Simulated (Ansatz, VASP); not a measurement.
# LiCl: VASP beside Ansatz

```
CELL_PARAMETERS angstrom
0.00000 2.58453 2.58453
2.58453 0.00000 2.58453
2.58453 2.58453 0.00000
ATOMIC_POSITIONS crystal
Li 0.00000 0.00000 0.00000
Cl 0.50000 0.50000 0.50000
```

Alike in both runs: task single point; functional PBE; k mesh 8 × 8 × 8; occupations gaussian, width 0.02 eV; no spin polarisation.

|  | VASP | Ansatz |
| --- | --- | --- |
| version | VASP 6.6.1 | Ansatz 0.2.0 |
| potentials or method | VASP PAW PBE potentials, release 64 (Li_sv, Cl), cutoff 750 eV | scalar-relativistic, plane waves, PAW |
| valence electrons in the cell | 10 | 10 |

VASP gave:

```
gap on the k mesh at the Fermi level (eV) : 6.20
least direct gap on the mesh (eV)         : 6.20
pressure (GPa)                            : -0.4
```

Problem. Which values does Ansatz return?

Solution. gap on the k mesh at the Fermi level (eV): 6.20; least direct gap on the mesh (eV): 6.20; pressure (GPa): -0.3.

The functional is the same, so the differences come from potentials, cutoffs and numerics.
